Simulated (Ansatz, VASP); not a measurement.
CsH5: VASP beside Ansatz

```
Cs H
1.0
     5.15648    0.00000    0.00000
    -2.57824    4.46564    0.00000
     0.00000    0.00000    4.09774
Cs H
1 5
Direct
  0.00000 0.00000 0.00000
  0.50000 0.00000 0.50000
  0.50000 0.50000 0.50000
  0.00000 0.50000 0.50000
  0.33333 0.66667 0.10357
  0.66667 0.33333 0.89643
```

Alike in both runs: task relaxation of cell and atoms; functional PBE; k mesh 6 × 6 × 4; occupations gaussian, width 0.1 eV; no spin polarisation.

```csv
,VASP,Ansatz
version,VASP 6.6.1,Ansatz 0.2.0
potentials or method,"VASP PAW PBE potentials, release 64 (Cs_sv, H), cutoff 600 eV","scalar-relativistic, plane waves, PAW"
valence electrons in the cell,14,14
```

VASP gave:

| Quantity | Value |
| --- | --- |
| gap on the k mesh at the Fermi level, each at its own relaxed structure (eV) | none |
| relaxed volume (Å³/atom) | 11.22 |
| relaxed length of the cell vector where the two differ most in proportion (Å) | 4.395 |

Question: Which values does Ansatz return?

Answer: gap on the k mesh at the Fermi level, each at its own relaxed structure (eV): none; relaxed volume (Å³/atom): 11.35; relaxed length of the cell vector where the two differ most in proportion (Å): 4.418.

A gap of «none» marks a metal or a gap that the smearing closes.

The k mesh is coarse, so the values compare programs but aren't converged. Spin-orbit coupling is off throughout. Noted on VASP's run: the volume moved by over 15 % at a fixed basis, so the end points are rough.
